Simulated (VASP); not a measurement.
# MnV (Pm-3m) in VASP: notebook

MnV is run at these levels: LDA; tasks: single point.

All numbers are computed with VASP 6.6.1; they aren't measurements. Logs are shortened: lines on timing, memory, paths and dates and some standing lists are left out, and cuts for length are marked.

## 1. The cell of the first run

Symmetry: Pm-3m, No. 221, cubic system. The conventional cell has a = 2.900 Å, b = 2.900 Å, c = 2.900 Å, α = 90.00°, β = 90.00°, γ = 90.00°. Mn (site symmetry m-3m) has 8 V at 2.51 Å and 6 Mn at 2.90 Å within 3.3 Å. V (site symmetry m-3m) has 8 Mn at 2.51 Å and 6 V at 2.90 Å within 3.3 Å.

## 2. Single point, LDA

The input, INCAR:

```
PREC = Accurate ; ENCUT = 520
EDIFF = 1E-6 ; ISMEAR = -1
SIGMA = 0.05 ; LREAL = False
LASPH = True ; NELM = 80
ALGO = Normal ; ISIF = 2
LWAVE = False ; LCHARG = True
LELF = True ; LVHAR = True
NBANDS = 20
```

The input, KPOINTS:

```
regular mesh
0
Gamma
  11 11 11
```

The input, POSCAR:

```
MnV
1.0
    2.9000000000      0.0000000000      0.0000000000
    0.0000000000      2.9000000000      0.0000000000
    0.0000000000      0.0000000000      2.9000000000
Mn V
1 1
Direct
    0.0000000000      0.0000000000      0.0000000000
    0.5000000000      0.5000000000      0.5000000000
```

Potentials or basis: VASP PAW LDA potentials, release 64 (Mn_pv, V_sv).

On the command line:

```console
cat potpaw_LDA.64/Mn_pv/POTCAR potpaw_LDA.64/V_sv/POTCAR > POTCAR
mpirun -np 1 vasp_std > vasp.out
```

OUTCAR:

```text
PREC = Accurate
   ENCUT = 520
   EDIFF = 1E-6
   ISMEAR = -1
   LREAL = False
   LASPH = True
   NELM = 80
   ISIF = 2

 ion  position               nearest neighbor table
   1  0.000  0.000  0.000-   2 2.51   2 2.51   2 2.51   2 2.51   2 2.51   2 2.51   2 2.51   2 2.51

   2  0.500  0.500  0.500-   1 2.51   1 2.51   1 2.51   1 2.51   1 2.51   1 2.51   1 2.51   1 2.51

  LATTYP: Found a simple cubic cell.
 ALAT       =     2.9000000000

  Lattice vectors:

 A1 = (   2.9000000000,   0.0000000000,   0.0000000000)
 A2 = (   0.0000000000,   2.9000000000,   0.0000000000)
 A3 = (   0.0000000000,   0.0000000000,   2.9000000000)

Analysis of symmetry for initial positions (statically):
=====================================================================
 Subroutine PRICEL returns:
 Original cell was already a primitive cell.

 Routine SETGRP: Setting up the symmetry group for a
 simple cubic supercell.

 Subroutine GETGRP returns: Found 48 space group operations
 (whereof 48 operations were pure point group operations)
 out of a pool of 48 trial point group operations.

The static configuration has the point symmetry O_h .

Analysis of symmetry for dynamics (positions and initial velocities):
=====================================================================
 Subroutine PRICEL returns:
 Original cell was already a primitive cell.

 Routine SETGRP: Setting up the symmetry group for a
 simple cubic supercell.

 Subroutine GETGRP returns: Found 48 space group operations
 (whereof 48 operations were pure point group operations)
 out of a pool of 48 trial point group operations.

The dynamic configuration has the point symmetry O_h .

 Subroutine INISYM returns: Found 48 space group operations
 (whereof 48 operations are pure point group operations),
 and found     1 'primitive' translations

----------------------------------------------------------------------------------------

                                     Primitive cell

  volume of cell :      24.3890

  direct lattice vectors                    reciprocal lattice vectors
     2.900000000  0.000000000  0.000000000     0.344827586  0.000000000  0.000000000
     0.000000000  2.900000000  0.000000000     0.000000000  0.344827586  0.000000000
     0.000000000  0.000000000  2.900000000     0.000000000  0.000000000  0.344827586

  length of vectors
     2.900000000  2.900000000  2.900000000     0.344827586  0.344827586  0.344827586

  position of ions in fractional coordinates (direct lattice)
     0.000000000  0.000000000  0.000000000
     0.500000000  0.500000000  0.500000000

  ion indices of the primitive-cell ions
   primitive index   ion index
                 1           1
                 2           2

----------------------------------------------------------------------------------------

 KPOINTS: regular mesh

Automatic generation of k-mesh.
 Grid dimensions read from file:
 generate k-points for:   11   11   11

 Generating k-lattice:

  Cartesian coordinates                     Fractional coordinates (reciprocal lattice)
     0.031347962  0.000000000  0.000000000     0.090909091  0.000000000  0.000000000
     0.000000000  0.031347962  0.000000000     0.000000000  0.090909091  0.000000000
     0.000000000  0.000000000  0.031347962     0.000000000  0.000000000  0.090909091

  Length of vectors
     0.031347962  0.031347962  0.031347962

  Shift w.r.t. Gamma in fractional coordinates (k-lattice)
     0.000000000  0.000000000  0.000000000

 Subroutine IBZKPT returns following result:
 ===========================================

 Found     56 irreducible k-points:

 Following reciprocal coordinates:
            Coordinates               Weight
  0.000000  0.000000  0.000000      1.000000
  0.090909  0.000000  0.000000      6.000000
  0.181818  0.000000  0.000000      6.000000
  0.272727  0.000000  0.000000      6.000000
  0.363636  0.000000  0.000000      6.000000
  0.454545  0.000000  0.000000      6.000000
[... 16 lines left out ...]
  0.181818  0.090909  0.090909     24.000000
  0.272727  0.090909  0.090909     24.000000
 [... further k-points ...]
   k-points           NKPTS =     56   k-points in BZ     NKDIM =     56   number of bands    NBANDS=     20
   number of dos      NEDOS =    301   number of ions     NIONS =      2
   total plane-waves  NPLWV =  13824
   dimension x,y,z NGX =    24 NGY =   24 NGZ =   24
   dimension x,y,z NGXF=    48 NGYF=   48 NGZF=   48
   ions per type =               1   1
   NGX,Y,Z   is equivalent  to a cutoff of  13.76, 13.76, 13.76 a.u.
   NGXF,Y,Z  is equivalent  to a cutoff of  27.52, 27.52, 27.52 a.u.
 SYSTEM =  unknown system
   PREC   = accura    normal or accurate (medium, high low for compatibility)
   ISTART =      0    job   : 0-new  1-cont  2-samecut
   ICHARG =      2    charge: 1-file 2-atom 10-const
   ISPIN  =      1    spin polarized calculation?
   LNONCOLLINEAR =      F non collinear calculations
   LSORBIT =      F    spin-orbit coupling
   LASPH  =      T    aspherical Exc in radial PAW
   ENCUT  =  520.0 eV  38.22 Ry    6.18 a.u.   5.39  5.39  5.39*2*pi/ulx,y,z
   NELM   =     80;   NELMIN=  2; NELMDL= -5     # of ELM steps
   EDIFF  = 0.1E-05   stopping-criterion for ELM
   LREAL  =      F    real-space projection
   EDIFFG = 0.1E-04   stopping-criterion for IOM
   NSW    =      0    number of steps for IOM
   IBRION =     -1    ionic relax: 0-MD 1-quasi-New 2-CG
   NFREE  =      0    steps in history (QN), initial steepest desc. (CG)
   ISIF   =      2    stress and relaxation
   ISYM   =      2    0-nonsym 1-usesym 2-fastsym
   POTIM  = 0.5000    time-step for ionic-motion
   TEBEG  =    0.0;   TEEND  =   0.0 temperature during run
   PSTRESS=    0.0 pullay stress
   NELECT =      26.0000    total number of electrons
   NUPDOWN=      -1.0000    fix difference up-down
   EMIN   =  10.00;   EMAX   =-10.00  energy-range for DOS
   EFERMI =   0.00;   METHOD = LEGACY
   ISMEAR =    -1;   SIGMA  =   0.05  broadening in eV -4-tet -1-fermi 0-gaus
   EFERMI_NEDOS =   21; number of points for ismear=-14 and -15
   IALGO  =     38    algorithm
   IMIX   =      4    mixing-type and parameters
     AMIX     =   0.40;   BMIX     =  1.00
     AMIX_MAG =   1.60;   BMIX_MAG =  1.00
  volume/ion in A,a.u.               =      12.19        82.29
  Fermi-wavevector in a.u.,A,eV,Ry     =   1.672379  3.160337 38.053459  2.796850
  Thomas-Fermi vector in A             =   2.757536
   LORBIT       =      0    0 simple, 1 ext, 2 COOP (PROOUT), +10 PAW based schemes
   GGA     = CA    functional components
   LHFCALC =     F    Hartree Fock is set to
   AEXX    =    0.0000 exact exchange contribution
   IVDW    =     0    specifies the selected vdW correction
   LEPSILON=     F    determine dielectric tensor
   LRPA    =     F    only Hartree local field effects (RPA)
 non-spin polarized calculation
  energy-cutoff  :      520.00
  volume of cell :       24.39
 maximum number of plane-waves:       691
 NGX is ok and might be reduce to    24
   NGX = 11   NGY = 11   NGZ = 11

 number of electron      25.9999997 magnetization

 Free energy of the ion-electron system (eV)
  ---------------------------------------------------
  ext. energy  EPLUGINS =         0.00000000
  ---------------------------------------------------
  free energy    TOTEN  =       -20.56220117 eV

  energy without entropy =      -20.55714735  energy(sigma->0) =      -20.55967426

 E-fermi :  10.0026     XC(G=0): -13.7140

 val. band max:        9.9622362979   @ k =   0.4545   0.3636   0.0000
 cond. band min:      10.0840074376   @ k =   0.3636   0.0909   0.0909
 fundamental gap:      0.1217711397
 Fermi energy:        10.0026300582

 k-point     1 :       0.0000    0.0000    0.0000
  band No.  band energies     occupation
      1     -53.5667      2.00000
      2     -37.4596      2.00000
      3     -37.4596      2.00000
      4     -37.4596      2.00000
      5     -27.6996      2.00000
      6     -27.6996      2.00000
[... 12 lines left out ...]
     19      20.1778      0.00000
     20      20.1778      0.00000

 k-point     2 :       0.0909    0.0000    0.0000
  band No.  band energies     occupation
      1     -53.5649      2.00000
      2     -37.4659      2.00000
      3     -37.4586      2.00000
      4     -37.4586      2.00000
      5     -27.7197      2.00000
      6     -27.6989      2.00000
[... 12 lines left out ...]
     19      19.3535      0.00000
     20      20.5805      0.00000

 k-point     3 :       0.1818    0.0000    0.0000
  band No.  band energies     occupation
      1     -53.5601      2.00000
      2     -37.4828      2.00000
      3     -37.4559      2.00000
      4     -37.4559      2.00000
      5     -27.7738      2.00000
      6     -27.6972      2.00000
[... 12 lines left out ...]
     19      17.6113      0.00000
     20      21.6532      0.00000

 k-point     4 :       0.2727    0.0000    0.0000
  band No.  band energies     occupation
      1     -53.5538      2.00000
      2     -37.5048      2.00000
      3     -37.4525      2.00000
      4     -37.4525      2.00000
      5     -27.8440      2.00000
      6     -27.6951      2.00000
[... 12 lines left out ...]
     19      15.7656      0.00000
     20      23.1595      0.00000

 k-point     5 :       0.3636    0.0000    0.0000
  band No.  band energies     occupation
      1     -53.5481      2.00000
      2     -37.5250      2.00000
      3     -37.4493      2.00000
      4     -37.4493      2.00000
      5     -27.9079      2.00000
      6     -27.6930      2.00000
[... 12 lines left out ...]
     19      14.2419      0.00000
     20      24.9243      0.00000
[... 353 lines left out ...]
      6     -27.8928      2.00000
[... 12 lines left out ...]
     19      12.8854      0.00000
     20      19.5072      0.00000

 k-point    22 :       0.0909    0.0909    0.0909
  band No.  band energies     occupation
      1     -53.5613      2.00000
      2     -37.4653      2.00000
      3     -37.4653      2.00000
      4     -37.4618      2.00000
      5     -27.7237      2.00000
      6     -27.7150      2.00000
[... 12 lines left out ...]
     19      19.8610      0.00000
     20      19.8610      0.00000

 k-point    23 :       0.1818    0.0909    0.0909
  band No.  band energies     occupation
      1     -53.5564      2.00000
      2     -37.4821      2.00000
      3     -37.4626      2.00000
      4     -37.4608      2.00000
      5     -27.7713      2.00000
      6     -27.7162      2.00000
[... 12 lines left out ...]
     19      18.1460      0.00000
     20      20.8297      0.00000

 k-point    24 :       0.2727    0.0909    0.0909
  band No.  band energies     occupation
      1     -53.5499      2.00000
      2     -37.5047      2.00000
      3     -37.4590      2.00000
      4     -37.4586      2.00000
      5     -27.8391      2.00000
      6     -27.7119      2.00000
[... 12 lines left out ...]
     19      16.2312      0.00000
     20      22.1218      0.00000

 [... further k-points ...]

------------------------ aborting loop because EDIFF is reached ----------------------------------------

  FORCE on cell =-STRESS in cart. coord.  units (eV):
  Direction    XX          YY          ZZ          XY          YZ          ZX
  --------------------------------------------------------------------------------------
  -------------------------------------------------------------------------------------
  Total       -3.2834875     -3.2834875     -3.2834875     -0.0000000     -0.0000000      0.0000000
  in kB     -215.7009013   -215.7009013   -215.7009013     -0.0000000     -0.0000000      0.0000000
  external PRESSURE =    -215.7009013 kB  Pullay stress =       0.0000000 kB

 VOLUME and BASIS-vectors are now :
 -----------------------------------------------------------------------------
  energy-cutoff  :      520.00
  volume of cell :       24.39
      direct lattice vectors                 reciprocal lattice vectors
     2.900000000  0.000000000  0.000000000     0.344827586  0.000000000  0.000000000
     0.000000000  2.900000000  0.000000000     0.000000000  0.344827586  0.000000000
     0.000000000  0.000000000  2.900000000     0.000000000  0.000000000  0.344827586

 POSITION                                       TOTAL-FORCE (eV/Angst)
 -----------------------------------------------------------------------------------
      0.00000      0.00000      0.00000         0.000000      0.000000      0.000000
      1.45000      1.45000      1.45000         0.000000      0.000000      0.000000
 -----------------------------------------------------------------------------------
    total drift:                                0.000000      0.000000     -0.000000

  FREE ENERGIE OF THE ION-ELECTRON SYSTEM (eV)
  ---------------------------------------------------
  free  energy   TOTEN  =       -20.5622011721 eV

  energy  without entropy=      -20.5571473503  energy(sigma->0) =      -20.55967426
```

Wall time 25 s (1 thread of Intel Xeon 8259CL, shared host); peak memory 0.15 GiB.

Results:

| Property | Result |
| --- | --- |
| Free energy | -20.5622 eV |
| Pressure | -21.6 GPa |
| Band gap on the k mesh | zero (bands 13 and 14 overlap by 0.95 eV) |

Caveat: the cell stands under tension; the run has no spin polarisation, though such a crystal can be magnetic. Spin polarisation is off, so any magnetic state and its effect on volume and gap are missing.

## 3. Single point, LDA, collinear spin, zero start

The input, INCAR:

```
SYSTEM = MnV
ALGO     = Normal         ! electronic algorithm
EDIFF    = 1E-7           ! SCF threshold, eV
ENCUT    = 520            ! plane-wave cutoff, eV
ISIF     = 2              ! what is computed and relaxed
ISMEAR   = -1             ! smearing method
ISPIN    = 2              ! spin polarisation
LASPH    = .TRUE.         ! aspherical terms in the spheres
LCHARG   = .FALSE.        ! write CHGCAR
LMAXMIX  = 4              ! l up to which the mixer works
LORBIT   = 11             ! projections on sites
LREAL    = .FALSE.        ! projectors in reciprocal space
LWAVE    = .FALSE.        ! write WAVECAR
MAGMOM   = 0 0            ! initial moments
NBANDS   = 24             ! bands
NELM     = 150            ! most SCF steps
NUPDOWN  = 0.0            ! fixed moment
PREC     = Accurate       ! precision mode
SIGMA    = 0.05           ! smearing width, eV
```

The input, KPOINTS:

```
k-points
0
G
  11 11 11
  0 0 0
```

POSCAR is that of step 2.

Potentials or basis: VASP PAW LDA potentials, release 64 (Mn_pv, V_sv).

On the command line:

```console
cat potpaw_LDA.64/Mn_pv/POTCAR potpaw_LDA.64/V_sv/POTCAR > POTCAR
mpirun -np 1 vasp_std > vasp.out
```

OUTCAR:

```text
SYSTEM = MnV
   EDIFF = 1E-7
   ENCUT = 520
   ISIF = 2
   ISMEAR = -1
   ISPIN = 2
   LASPH = .TRUE.
   LORBIT = 11
   LREAL = .FALSE.
   NELM = 150
   NUPDOWN = 0.0
   PREC = Accurate

 ion  position               nearest neighbor table
   1  0.000  0.000  0.000-   2 2.51   2 2.51   2 2.51   2 2.51   2 2.51   2 2.51   2 2.51   2 2.51

   2  0.500  0.500  0.500-   1 2.51   1 2.51   1 2.51   1 2.51   1 2.51   1 2.51   1 2.51   1 2.51

  LATTYP: Found a simple cubic cell.
 ALAT       =     2.9000000000

  Lattice vectors:

 A1 = (   2.9000000000,   0.0000000000,   0.0000000000)
 A2 = (   0.0000000000,   2.9000000000,   0.0000000000)
 A3 = (   0.0000000000,   0.0000000000,   2.9000000000)

Analysis of symmetry for initial positions (statically):
=====================================================================
 Subroutine PRICEL returns:
 Original cell was already a primitive cell.

 Routine SETGRP: Setting up the symmetry group for a
 simple cubic supercell.

 Subroutine GETGRP returns: Found 48 space group operations
[... 848 lines left out ...]
      5     -27.6995      1.00000
      6     -27.6995      1.00000
[... 637 lines left out ...]
     23      28.8838      0.00000
     24      29.4002      0.00000

 [... further k-points ...]

------------------------ aborting loop because EDIFF is reached ----------------------------------------

  FORCE on cell =-STRESS in cart. coord.  units (eV):
  Direction    XX          YY          ZZ          XY          YZ          ZX
  --------------------------------------------------------------------------------------
  -------------------------------------------------------------------------------------
  Total       -3.2859301     -3.2859301     -3.2859301      0.0000000     -0.0000000      0.0000000
  in kB     -215.8613596   -215.8613596   -215.8613596      0.0000000     -0.0000000      0.0000000
  external PRESSURE =    -215.8613596 kB  Pullay stress =       0.0000000 kB

 VOLUME and BASIS-vectors are now :
 -----------------------------------------------------------------------------
  energy-cutoff  :      520.00
  volume of cell :       24.39
      direct lattice vectors                 reciprocal lattice vectors
     2.900000000  0.000000000  0.000000000     0.344827586  0.000000000  0.000000000
     0.000000000  2.900000000  0.000000000     0.000000000  0.344827586  0.000000000
     0.000000000  0.000000000  2.900000000     0.000000000  0.000000000  0.344827586

 POSITION                                       TOTAL-FORCE (eV/Angst)
 -----------------------------------------------------------------------------------
      0.00000      0.00000      0.00000         0.000000      0.000000      0.000000
      1.45000      1.45000      1.45000         0.000000      0.000000      0.000000
 -----------------------------------------------------------------------------------
    total drift:                                0.000000      0.000000     -0.000000

  FREE ENERGIE OF THE ION-ELECTRON SYSTEM (eV)
  ---------------------------------------------------
  free  energy   TOTEN  =       -20.5622011922 eV

  energy  without entropy=      -20.5571474665  energy(sigma->0) =      -20.55967433

 total charge

# of ion       s       p       d       tot
------------------------------------------
    1        0.406   6.346   5.183  11.935
    2        2.347   6.269   3.033  11.649
--------------------------------------------------
tot          2.752  12.615   8.216  23.584

 magnetization (x)

# of ion       s       p       d       tot
------------------------------------------
    1       -0.000  -0.000  -0.000  -0.000
    2        0.000   0.000   0.000   0.000
--------------------------------------------------
tot          0.000  -0.000   0.000   0.000
```

stdout:

```text
POSCAR found type information on POSCAR MnV
 POSCAR found :  2 types and       2 ions
 scaLAPACK will be used
 LDA part: xc-table for (Slater(with rela. corr.)+CA(PZ))
 , standard interpolation
 POSCAR, INCAR and KPOINTS ok, starting setup
 FFT: planning ... GRIDC
 FFT: planning ... GRID_SOFT
 FFT: planning ... GRID
 WAVECAR not read
 entering main loop
```

It took 66 s on 1 thread of Intel Xeon 8259CL, shared host; peak memory 0.17 GiB.

Results:

```
Free energy                                           : -20.5622 eV
Pressure                                              : -21.6 GPa
Net moment                                            : 0.00 μB per cell
Valence electrons inside the program's atomic spheres : Mn 11.94; V 11.65
```

Caveat: the cell stands under tension; the total moment is fixed, so each spin has its own Fermi level.

## 4. Single point, LDA, collinear spin, zero start

The input, INCAR:

```
SYSTEM = MnV
  PREC = Accurate
  ENCUT = 520
  EDIFF = 1E-6
  ISMEAR = -1
  SIGMA = 0.05
  LREAL = .FALSE.
  LASPH = .TRUE.
  NELM = 150
  ALGO = Normal
  ISIF = 2
  LWAVE = .FALSE.
  LCHARG = .TRUE.
  ISPIN = 2
  MAGMOM = 0 0
  LORBIT = 11
  NUPDOWN = 0.0
  LMAXMIX = 4
  GGA = CA
  LELF = .TRUE.
  LVHAR = .TRUE.
  NBANDS = 24
```

The input, KPOINTS:

```
Automatic mesh
0
G
  11 11 11
  0 0 0
```

POSCAR is that of step 3.

On the command line:

```console
cat potpaw_LDA.64/Mn_pv/POTCAR potpaw_LDA.64/V_sv/POTCAR > POTCAR
mpirun -np 1 vasp_std > vasp.out
```

It took 60 s on 1 thread of Intel Xeon 8259CL, shared host; peak memory 0.17 GiB.

Results (log left out):

| Item | Value |
| --- | --- |
| Free energy | -20.5622 eV |
| Pressure | -21.6 GPa |
| Net moment | 0.00 μB per cell |
| Valence electrons inside the program's atomic spheres | Mn 11.94; V 11.65 |

Caveat: the cell stands under tension; the total moment is fixed, so each spin has its own Fermi level.
